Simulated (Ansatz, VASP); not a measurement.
# Li3ZrN2: VASP beside Ansatz

```
Li Zr N
1.0
     3.32272    0.00000    0.00000
    -1.66136    2.87756    0.00000
     0.00000    0.00000    5.67262
Li Zr N
3 1 2
Direct
  0.00000 0.00000 0.50000
  0.33333 0.66667 0.65874
  0.66667 0.33333 0.34126
  0.00000 0.00000 0.00000
  0.66667 0.33333 0.74829
  0.33333 0.66667 0.25171
```

Alike in both runs: functional PBE; k mesh 4 × 4 × 2; occupations gaussian, width 0.15 eV; no spin polarisation.

Ansatz relaxed the structure, and its values are those at the end. VASP's run is a single point on that final structure, the one shown.

|  | VASP | Ansatz |
| --- | --- | --- |
| version | VASP 6.6.1 | Ansatz 0.2.0 |
| potentials or method | VASP PAW PBE potentials, release 64 (Li_sv, Zr_sv, N), cutoff 520 eV | scalar-relativistic, plane waves, PAW |
| valence electrons in the cell | 31 | 31 |

Ansatz gave:

```
gap on the k mesh at the Fermi level (eV) : none
rms of the force components (eV/Å)        : 0.019
```

Q: What did VASP give for the same quantities?

A: gap on the k mesh at the Fermi level (eV): none; rms of the force components (eV/Å): 0.014.

A gap of «none» marks a metal or a gap that the smearing closes.

The k mesh is coarse, so the values compare programs but aren't converged. Noted on VASP's run: the cutoff is short for stress, so the pressure is rough.
